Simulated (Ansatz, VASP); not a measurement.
# NaFeN in VASP and in Ansatz

POSCAR

```
NaFeN
1.0
    2.9738495565      0.0000000000      0.0000000000
   -1.4869247783      2.5754292630      0.0000000000
    0.0000000000      0.0000000000      9.7327210828
Na Fe N
2 2 2
Direct
    0.6666666667      0.3333333333      0.7608134568
    0.3333333333      0.6666666667      0.2608134568
    0.0000000000      0.0000000000      0.5182365476
    0.0000000000      0.0000000000      0.0182365476
    0.3333333333      0.6666666667      0.5655899956
    0.6666666667      0.3333333333      0.0655899956
```

Contents of INCAR.step1:

```
PREC     = Accurate       # precision mode
ENCUT    = 520            # plane-wave cutoff, eV
ISMEAR   = 0              # smearing method
SIGMA    = 0.01           # smearing width, eV
LREAL    = False          # projectors in reciprocal space
LASPH    = True           # aspherical terms in the spheres
NELM     = 100            # most SCF steps
NBANDS   = 29             # bands
GGA      = PE             # functional
ALGO     = Normal         # electronic algorithm
EDIFF    = 1E-4           # SCF threshold, eV
LWAVE    = True           # write WAVECAR
LCHARG   = False          # write CHGCAR
```

File INCAR.step2:

```
PREC     = Accurate       # precision mode
ENCUT    = 520            # plane-wave cutoff, eV
EDIFF    = 1E-6           # SCF threshold, eV
ISMEAR   = 0              # smearing method
SIGMA    = 0.01           # smearing width, eV
LREAL    = False          # projectors in reciprocal space
LASPH    = True           # aspherical terms in the spheres
NELM     = 100            # most SCF steps
ALGO     = Normal         # electronic algorithm
ISIF     = 2              # what is computed and relaxed
LWAVE    = False          # write WAVECAR
LCHARG   = True           # write CHGCAR
METAGGA  = R2SCAN         # meta-GGA
LMIXTAU  = True         
LELF     = True           # ELF
LVHAR    = True         
NBANDS   = 29             # bands
ISTART   = 1
```

Contents of KPOINTS:

```
regular mesh
0
Gamma
  9 9 2
```

Input for Ansatz:

```yaml
crystal:
  lattice:
    - [2.9738495565, 0.0, 0.0]
    - [-1.4869247783, 2.575429263, 0.0]
    - [0.0, 0.0, 9.7327210828]
  atoms:
    - { symbol: Na, position: [0.6666666667, 0.3333333333, 0.7608134568] }
    - { symbol: Na, position: [0.3333333333, 0.6666666667, 0.2608134568] }
    - { symbol: Fe, position: [0.0, 0.0, 0.5182365476] }
    - { symbol: Fe, position: [0.0, 0.0, 0.0182365476] }
    - { symbol: "N", position: [0.3333333333, 0.6666666667, 0.5655899956] }
    - { symbol: "N", position: [0.6666666667, 0.3333333333, 0.0655899956] }
kpoints:
  mp_grid: { grid: [9, 9, 2] }
hamiltonian:
  xc: r2scan
scf:
  occupations: { method: fixed }
  n_extra_bands: 5
output:
  forces: true
  stress: true
  eigenvalues: true
```

Alike in both runs: task single point; functional r2SCAN; k mesh 9 × 9 × 2; no spin polarisation.

|  | VASP | Ansatz |
| --- | --- | --- |
| version | VASP 6.6.1 | Ansatz 0.2.0 |
| potentials or method | VASP PAW PBE potentials, release 64 (Na_pv, Fe, N) | plane waves, PAW |
| plane-wave cutoff (eV) | 520 | 500 |
| occupations | gaussian, width 0.01 eV | fixed |
| valence electrons in the cell | 40 | 60 |

VASP gave:

- gap on the k mesh at the Fermi level (eV): 0.57
- pressure (GPa): 1.3
- traceless stress, the component that is largest in VASP (GPa): -1.48
- rms of the force components (eV/Å): 0.079

Question: Which values does Ansatz return?

Answer: gap on the k mesh at the Fermi level (eV): 0.58; pressure (GPa): 0.0; traceless stress, the component that is largest in VASP (GPa): -0.02; rms of the force components (eV/Å): 0.003.

VASP's potentials were made for PBE, not for r2SCAN. Atom by atom the forces differ by 0.082 eV/Å (rms over components). VASP's potentials hold 40 valence electrons a cell and Ansatz's 60, so a difference there can come from the potentials and not from the codes.
